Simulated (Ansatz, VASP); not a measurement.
GaAs in VASP and in Ansatz

```
Ga As
1.0
     0.00000    2.87269    2.94451
     2.87269    0.00000    2.94451
     2.87269    2.87269    0.00000
Ga As
1 1
Direct
  0.00000 0.00000 0.00000
  0.75000 0.75000 0.75000
```

Change from the starting cell: strain +0.000 along x and y, +0.025 along z, atoms carried along.

Alike in both runs: task single point; functional PBE; k mesh 10 × 10 × 10; occupations gaussian, width 0.03 eV; no spin polarisation.

|  | VASP | Ansatz |
| --- | --- | --- |
| version | VASP 6.6.1 | Ansatz 0.2.0 |
| potentials or method | VASP PAW PBE potentials, release 64 (Ga_d, As), cutoff 500 eV | scalar-relativistic, plane waves, PAW |
| valence electrons in the cell | 18 | 28 |

VASP gave:

```
gap on the k mesh at the Fermi level (eV)                     : none
pressure (GPa)                                                : -1.3
traceless stress, the component that is largest in VASP (GPa) : -0.97
```

Problem. What did Ansatz give for the same quantities?

Solution. gap on the k mesh at the Fermi level (eV): none; pressure (GPa): -1.4; traceless stress, the component that is largest in VASP (GPa): -0.97.

A gap of «none» marks a metal or a gap that the smearing closes. VASP's potentials hold 18 valence electrons a cell and Ansatz's 28, so a difference there can come from the potentials and not from the codes.
